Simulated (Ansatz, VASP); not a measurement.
# Ta3AsAu2O13: VASP beside Ansatz

```
CELL_PARAMETERS angstrom
5.17152 2.98577 4.08674
-5.17152 2.98577 4.08674
0.00000 -5.97156 4.08674
ATOMIC_POSITIONS crystal
Ta 0.23108 0.57229 0.23108
Ta 0.23108 0.23108 0.57229
Ta 0.57229 0.23108 0.23108
As 0.55878 0.55878 0.55878
Au 0.96559 0.96559 0.96559
Au 0.75105 0.75105 0.75105
O 0.40884 0.66762 0.40884
O 0.40884 0.40884 0.66762
O 0.66762 0.40884 0.40884
O 0.49726 0.01313 0.36024
O 0.36024 0.49726 0.01313
O 0.01313 0.36024 0.49726
O 0.36024 0.01313 0.49726
O 0.01313 0.49726 0.36024
O 0.49726 0.36024 0.01313
O 0.10963 0.74806 0.10963
O 0.10963 0.10963 0.74806
O 0.74806 0.10963 0.10963
O 0.30840 0.30840 0.30840
```

Change from the starting cell: volume scaled by 0.96.

Alike in both runs: task single point; functional PBE; k mesh 3 × 3 × 3; occupations fermi-dirac, width 0.05 eV; no spin polarisation.

```csv
,VASP,Ansatz
version,VASP 6.6.1,Ansatz 0.2.0
potentials or method,"VASP PAW PBE potentials, release 64 (Ta_pv, As, Au, O), cutoff 520 eV","all-electron LAPW, scalar-relativistic"
```

```tsv
	VASP	Ansatz	Ansatz less VASP
gap on the k mesh at the Fermi level (eV)	1.20	1.22	+0.024
least direct gap on the mesh (eV)	1.25	1.27	+0.023
pressure (GPa)	5.3	4.6	-0.76
traceless stress, the component that is largest in VASP (GPa)	-1.55	-1.21	+0.337
rms of the force components (eV/Å)	0.420	0.320	-0.1002
```

Atom by atom the forces differ by 0.116 eV/Å (rms over components). Ansatz ran all-electron here, and VASP with PAW potentials.

Spin-orbit coupling is off throughout.
